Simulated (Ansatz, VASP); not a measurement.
# One calculation of Ti2O, two programs

POSCAR

```
Ti2O
1.0
    2.9193980238      0.0000000000      0.0000000000
   -1.4596990119      2.5282728524      0.0000000000
    0.0000000000      0.0000000000      4.7130000000
Ti O
2 1
Direct
    0.6666666667      0.3333333333      0.2787400000
    0.3333333333      0.6666666667      0.7212600000
    0.0000000000      0.0000000000      0.0000000000
```

Contents of INCAR.step1:

```
SYSTEM = Ti2O
PREC     = Accurate       ! precision mode
ENCUT    = 1480           ! plane-wave cutoff, eV
ISMEAR   = 0              ! smearing method
SIGMA    = 0.2            ! smearing width, eV
LREAL    = .False.        ! projectors in reciprocal space
LASPH    = .True.         ! aspherical terms in the spheres
NELM     = 120            ! most SCF steps
NBANDS   = 22             ! bands
GGA      = PE             ! functional
ALGO     = Normal         ! electronic algorithm
EDIFF    = 1E-5           ! SCF threshold, eV
LWAVE    = .True.         ! write WAVECAR
LCHARG   = .False.        ! write CHGCAR
GGA_COMPAT= .False.
```

Contents of INCAR.step2:

```
SYSTEM = Ti2O
PREC     = Accurate       ! precision mode
ENCUT    = 1480           ! plane-wave cutoff, eV
EDIFF    = 1E-6           ! SCF threshold, eV
ISMEAR   = 0              ! smearing method
SIGMA    = 0.2            ! smearing width, eV
LREAL    = .False.        ! projectors in reciprocal space
LASPH    = .True.         ! aspherical terms in the spheres
NELM     = 120            ! most SCF steps
ALGO     = Normal         ! electronic algorithm
ISIF     = 2              ! what is computed and relaxed
LWAVE    = .False.        ! write WAVECAR
LCHARG   = .False.        ! write CHGCAR
METAGGA  = R2SCAN         ! meta-GGA
LMIXTAU  = .True.       
NBANDS   = 22             ! bands
ISTART   = 1            
GGA_COMPAT= .False.
```

KPOINTS

```
regular mesh
0
Gamma
  9 9 5
  0 0 0
```

Input for Ansatz:

```yaml
crystal:
  lattice:
    - [2.9193980238, 0.0, 0.0]
    - [-1.4596990119, 2.5282728524, 0.0]
    - [0.0, 0.0, 4.713]
  atoms:
    - { symbol: Ti, position: [0.6666666667, 0.3333333333, 0.27874] }
    - { symbol: Ti, position: [0.3333333333, 0.6666666667, 0.72126] }
    - { symbol: O, position: [0.0, 0.0, 0.0] }
basis:
  ecutwfc: 500
kpoints:
  mp_grid: { grid: [9, 9, 5] }
hamiltonian:
  xc: r2scan
scf:
  occupations: { method: gaussian, width: 0.2 }
output:
  forces: true
  stress: true
  eigenvalues: true
```

Alike in both runs: task single point; functional r2SCAN; k mesh 9 × 9 × 5; occupations gaussian, width 0.2 eV; no spin polarisation.

|  | VASP | Ansatz |
| --- | --- | --- |
| version | VASP 6.6.1 | Ansatz 0.2.0 |
| potentials or method | VASP PAW PBE potentials, release 64 (Ti_sv, O_h), cutoff 1480 eV | scalar-relativistic, plane waves, PAW |
| valence electrons in the cell | 30 | 30 |

```tsv
	VASP	Ansatz	Ansatz less VASP
gap on the k mesh at the Fermi level (eV)	none	none	-
pressure (GPa)	10.2	9.0	-1.13
traceless stress, the component that is largest in VASP (GPa)	5.23	5.16	-0.070
rms of the force components (eV/Å)	0.487	0.506	+0.0187
```

VASP's potentials were made for PBE, not for r2SCAN. Atom by atom the forces differ by 0.019 eV/Å (rms over components). A gap of «none» marks a metal or a gap that the smearing closes. With one functional, cell and mesh, what is left measures potentials, basis and numerics.
